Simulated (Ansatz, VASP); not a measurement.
# Two plane-wave programs on SnO

```xyz
4
Lattice="3.3613 0.0000 0.0000 -1.6806 2.9109 0.0000 0.0000 0.0000 9.1916" Properties=species:S:1:pos:R:3 pbc="T T T"
Sn    0.0000    1.9406   -0.0546
Sn    1.6806    0.9703    4.5412
O     0.0000    1.9406    3.5015
O     1.6806    0.9703    8.0973
```

Alike in both runs: task single point; functional PBE; k mesh 9 × 9 × 2; no spin polarisation.

|  | VASP | Ansatz |
| --- | --- | --- |
| version | VASP 6.6.1 | Ansatz 0.2.0 |
| potentials or method | VASP PAW PBE potentials, release 64 (Sn_d, O_h) | plane waves, PAW |
| plane-wave cutoff (eV) | 1340 | 420 |
| occupations | gaussian, width 0.01 eV | fixed |
| valence electrons in the cell | 40 | 40 |

```tsv
	VASP	Ansatz	Ansatz less VASP
gap on the k mesh at the Fermi level (eV)	1.45	1.48	+0.030
pressure (GPa)	0.1	0.0	-0.10
rms of the force components (eV/Å)	0.032	0.000	-0.0320
```

Atom by atom the forces differ by 0.032 eV/Å (rms over components).
